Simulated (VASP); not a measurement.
Write the native input for VASP 6.6.1 that does the following.

- Task: relaxation of cell and atoms
- Functional: PBE
- Potentials or basis: VASP PAW PBE potentials, release 64 (Dy_3, H), 4f in core
- Cutoff: 500 eV
- k mesh: 7 × 7 × 3
- Occupations: gaussian, width 0.2 eV
- Spin: no spin polarisation
- Dipole correction: no
- Further INCAR settings: ALGO = Normal; EDIFF = 1e-07; IBRION = 2; EDIFFG = -0.08; NSW = 36; ISIF = 3

The structure of Dy2H lies in POSCAR:

```
Dy2H
1.0
    3.1141267800      0.0000000000      0.0000000000
   -1.5570633900      2.6969129000      0.0000000000
    0.0000000000      0.0000000000      7.3709531400
Dy H
2 1
Direct
    0.0000000000      0.0000000000      0.7858126000
    0.0000000000      0.0000000000      0.2141874000
    0.0000000000      0.0000000000      0.0000000000
```

The cell was generated, and may not be a known phase.

These files were run (other wordings do the same):

INCAR

```
PREC     = Accurate       # precision mode
ENCUT    = 500            # plane-wave cutoff, eV
EDIFF    = 1E-7           # SCF threshold, eV
ISMEAR   = 0              # smearing method
SIGMA    = 0.2            # smearing width, eV
LREAL    = F              # projectors in reciprocal space
LASPH    = T              # aspherical terms in the spheres
NELM     = 200            # most SCF steps
ALGO     = Normal         # electronic algorithm
ISIF     = 3              # what is computed and relaxed
LWAVE    = F              # write WAVECAR
LCHARG   = F              # write CHGCAR
GGA      = PE             # functional
IBRION   = 2              # ionic algorithm
NSW      = 36             # ionic steps
EDIFFG   = -0.08          # ionic threshold
GGA_COMPAT= F            
NELMIN   = 4            
LMAXMIX  = 6              # l up to which the mixer works
```

KPOINTS

```
Automatic mesh
0
Gamma
  7 7 3
```

Potentials or basis: VASP PAW PBE potentials, release 64 (Dy_3, H), 4f in core.

Launch:

```console
$ cat potpaw_PBE.64/Dy_3/POTCAR potpaw_PBE.64/H/POTCAR > POTCAR
$ mpirun -np 1 vasp_std > vasp.out
```

Results of the run:

```
Relaxed volume                        : 25.47 Å³/atom
Relaxed cell                          : a = 3.440 Å, b = 3.440 Å, c = 7.457 Å, α = 90.00°, β = 90.00°, γ = 120.00°
Space group after relaxing (to 0.1 Å) : P6/mmm (No. 191)
Energy gained by relaxing             : 848.7 meV/atom
Ionic steps                           : 15
Pressure after relaxing               : -0.3 GPa
Largest force after relaxing          : 0.023 eV/Å
Band gap on the k mesh                : zero (an odd number of electrons rules out a gap without spin polarisation)
```

Caveat: the volume moved by over 15 % at a fixed basis, so the end points are rough; spin-orbit coupling is left out, which moves the levels of the heavy elements; the 4f electrons are frozen in the core, so they carry no moment and show no levels.

It took 3.2 min on 1 thread of Intel Xeon 8259CL (shared host), peak memory 0.19 GiB.
